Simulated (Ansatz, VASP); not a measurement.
# Ca: VASP beside Ansatz

File INCAR:

```
  PREC = Accurate
  ENCUT = 520
  EDIFF = 1E-6
  ISMEAR = -1
  SIGMA = 0.1
  LREAL = F
  LASPH = T
  NELM = 100
  ALGO = Normal
  ISIF = 2
  LWAVE = F
  LCHARG = F
  GGA = CA
  NBANDS = 11
```

KPOINTS

```
regular mesh
0
Gamma
  11 11 11
```

The input POSCAR:

```
Ca
1.0
    3.4133353610      0.0000000000      0.0000000000
    0.0000000000      3.4133353610      0.0000000000
    0.0000000000      0.0000000000      3.4133353610
Ca
1
Direct
    0.0000000000      0.0000000000      0.0000000000
```

Input for Ansatz:

```yaml
crystal:
  lattice:
    - [3.413335361, 0.0, 0.0]
    - [0.0, 3.413335361, 0.0]
    - [0.0, 0.0, 3.413335361]
  atoms:
    - { symbol: Ca, position: [0.0, 0.0, 0.0] }
hamiltonian:
  xc: lda
  pseudopotentials:
    kind: paw
    azcp:
      Ca: "pseudopotentials/Ca.paw.azcp"
basis:
  ecutwfc: 420
  fft_grid_basis: typed
kpoints:
  mp_grid: { grid: [11, 11, 11], shift: [0, 0, 0] }
magnetization:
  spin_polarized: false
scf:
  occupations: { method: fermi_dirac, width: 0.1 }
  lower_state_search: "off"
output:
  stress: true
```

Alike in both runs: task single point; functional LDA; k mesh 11 × 11 × 11; occupations fermi-dirac, width 0.1 eV; no spin polarisation.

```csv
,VASP,Ansatz
version,VASP 6.6.1,Ansatz 0.2.0
potentials or method,"VASP PAW LDA potentials, release 64 (Ca_sv), cutoff 520 eV","plane waves (420 eV) with PAW, scalar-relativistic"
valence electrons in the cell,10,10
```

```csv
,VASP,Ansatz,Ansatz less VASP
pressure (GPa),-0.5,-0.4,+0.03
```

Ansatz warns that its potentials were made for another functional, while VASP's fit it. LDA's correlation is that of Perdew and Zunger in VASP and of Perdew and Wang (1992) in Ansatz.
